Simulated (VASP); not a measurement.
# CoO (R-3m) in VASP: a series of runs, part 2 of 2

VASP 6.6.1. Earlier steps stand in the parts before.

**4. Relaxation of shape and atoms at fixed volume, PBE, collinear spin, ferromagnetic start (8.94 Å³/atom)**

This run uses another cell than the first one, of 8.94 Å³/atom.

Input file INCAR:

```
SYSTEM = CoO
PREC = Accurate
ENCUT = 600
EDIFF = 1E-6
ISMEAR = 0
SIGMA = 0.1
LREAL = .FALSE.
LASPH = .TRUE.
NELM = 150
ALGO = Normal
ISIF = 4
LWAVE = .FALSE.
LCHARG = .FALSE.
ISPIN = 2
MAGMOM = 2.7 0.34
LORBIT = 11
LMAXMIX = 4
GGA = PE
IBRION = 2
NSW = 50
EDIFFG = -0.01
```

Input file KPOINTS:

```
Automatic mesh
0
G
  18 18 18
  0 0 0
```

Input file POSCAR:

```
CoO
1.0
    1.5216341060      0.8785158607      2.2284386819
   -1.5216341060      0.8785158607      2.2284386819
    0.0000000000     -1.7570317214      2.2284386819
Co O
1 1
Direct
    0.0000000000      0.0000000000      0.0000000000
    0.5000000000      0.5000000000      0.5000000000
```

Potentials or basis: VASP PAW PBE potentials, release 64 (Co, O).

Command:

```
$ cat potpaw_PBE.64/Co/POTCAR potpaw_PBE.64/O/POTCAR > POTCAR
$ mpirun -np 1 vasp_std > vasp.out
```

OUTCAR:

```text
SYSTEM = CoO
   PREC = Accurate
   ENCUT = 600
   EDIFF = 1E-6
   ISMEAR = 0
   LREAL = .FALSE.
   LASPH = .TRUE.
   NELM = 150
   ISIF = 4
   ISPIN = 2
   LORBIT = 11
   GGA = PE
   IBRION = 2
   NSW = 50
   EDIFFG = -0.01

 ion  position               nearest neighbor table
   1  0.000  0.000  0.000-   2 2.08   2 2.08   2 2.08   2 2.08   2 2.08   2 2.08
   2  0.500  0.500  0.500-   1 2.08   1 2.08   1 2.08   1 2.08   1 2.08   1 2.08

  LATTYP: Found a trigonal (rhomboedric) cell.
 ALAT       =     2.8377983419
 COS(alpha) =     0.4249741052

  Lattice vectors:

 A1 = (   1.5216341060,   0.8785158607,   2.2284386819)
 A2 = (  -1.5216341060,   0.8785158607,   2.2284386819)
 A3 = (   0.0000000000,  -1.7570317214,   2.2284386819)

Analysis of symmetry for initial positions (statically):
=====================================================================
 Subroutine PRICEL returns:
 Original cell was already a primitive cell.

 Routine SETGRP: Setting up the symmetry group for a
 trigonal (rhombohedral) supercell.

[... 649 lines left out ...]
      8       7.7329      1.00000
      9       8.3262      1.00000
     10      13.1139      0.00000
     11      20.9753      0.00000
     12      24.6012      0.00000
     13      26.9125      0.00000

 [... further k-points ...]

 spin component 2

 k-point     1 :       0.0000    0.0000    0.0000
  band No.  band energies     occupation
      1     -11.4861      1.00000
      2       5.7938      1.00000
      3       5.7938      1.00000
      4       6.5500      1.00000
      5       7.4652      1.00000
      6       7.4652      1.00000
      7       7.9648      1.00000
      8       8.9516      0.63737
      9       8.9516      0.63737
     10      10.9940      0.00000
     11      25.9671      0.00000
     12      27.2900      0.00000
     13      27.2900      0.00000
[... 397 lines left out ...]
  FREE ENERGIE OF THE ION-ELECTRON SYSTEM (eV)
  ---------------------------------------------------
  free  energy   TOTEN  =       -13.0332694841 eV

  energy  without entropy=      -13.0169230333  energy(sigma->0) =      -13.02509626

 reached required accuracy - stopping structural energy minimisation

 total charge

# of ion       s       p       d       tot
------------------------------------------
    1        0.317   0.406   7.216   7.939
    2        1.556   3.449   0.000   5.005
--------------------------------------------------
tot          1.872   3.855   7.216  12.944

 magnetization (x)

# of ion       s       p       d       tot
------------------------------------------
    1        0.020   0.019   2.301   2.341
    2        0.030   0.205   0.000   0.234
--------------------------------------------------
tot          0.050   0.224   2.301   2.575
```

OSZICAR:

```text
N       E                     dE             d eps       ncg     rms          rms(c)
DAV:   1     0.910988129541E+02    0.91099E+02   -0.80060E+03 30648   0.153E+03
[... 25 lines left out ...]
DAV:   2    -0.130335088092E+02    0.12618E-02   -0.16081E-03 36329   0.677E-01    0.186E-01
DAV:   3    -0.130333632215E+02    0.14559E-03   -0.40888E-03 39190   0.412E-01    0.916E-02
DAV:   4    -0.130332826474E+02    0.80574E-04   -0.39799E-04 39680   0.215E-01    0.341E-02
DAV:   5    -0.130332659323E+02    0.16715E-04   -0.99020E-05 40064   0.995E-02    0.267E-02
DAV:   6    -0.130332681625E+02   -0.22302E-05   -0.81520E-06 36981   0.514E-02    0.956E-03
DAV:   7    -0.130332694402E+02   -0.12777E-05   -0.22137E-06 21629   0.200E-02    0.541E-03
DAV:   8    -0.130332694841E+02   -0.43929E-07   -0.30609E-07 15135   0.687E-03
   3 F= -.13033269E+02 E0= -.13025096E+02  d E =-.327477E-03  mag=     2.6160
```

It took 10 min on 1 thread of Oxide Virtual Turin-like, shared host; peak memory 0.35 GiB.

What came out:

```
Free energy                                           : -13.0333 eV
Energy gained by relaxing                             : 0.2 meV/atom
Ionic steps                                           : 3
Pressure after relaxing                               : 9.6 GPa
Net moment                                            : 2.62 μB per cell
Site moments                                          : Co +2.34; O +0.23 μB
Valence electrons inside the program's atomic spheres : Co 7.94; O 5.00
```

Step by step:
```tsv
step	energy change (eV)	largest force (eV/Å)	pressure (GPa)	volume (Å³)
1	0.0000	0.0000	9.93	17.87
2	-0.0001	0.0000	9.76	17.87
3	-0.0003	0.0000	9.60	17.87
```

Final structure:
```xyz
2
Lattice="1.5262 0.8811 2.2151 -1.5262 0.8811 2.2151 0.0000 -1.7623 2.2151" Properties=species:S:1:pos:R:3 pbc="T T T"
Co    0.0000    0.0000    0.0000
O     0.0000    0.0000    3.3227
```

Caveat: a cell with one magnetic atom can't hold antiferromagnetic order, which such compounds often take; semilocal functionals often make such compounds metallic where correlation or magnetic order opens a gap, which also shifts bond lengths. With open d or f shells a metallic result of PBE can be an artefact of self-interaction; +U or a hybrid may open a gap.

**5. Overview**

```tsv
cell	gap on the mesh (eV)	pressure (GPa)	moment (μB)
relaxed from a = 2.795 Å, angles 65.5°, 2 atoms	none	16.0	2.48
relaxed from a = 2.753 Å, angles 66.2°, 2 atoms	none	23.8	2.36
relaxed from a = 2.838 Å, angles 64.9°, 2 atoms	none	9.6	2.62
```

Alike in all rows: task relaxation of shape and atoms at fixed volume; level PBE; potentials or basis VASP PAW PBE potentials, release 64 (Co, O); spin collinear, ferromagnetic start; k mesh 18 × 18 × 18; cutoff (eV) 600; smearing gaussian 0.1 eV.

Caveats: a cell with one magnetic atom can't hold antiferromagnetic order, which such compounds often take; semilocal functionals often make such compounds metallic where correlation or magnetic order opens a gap, which also shifts bond lengths.

Absolute energies hang on the potentials; compare differences alone.
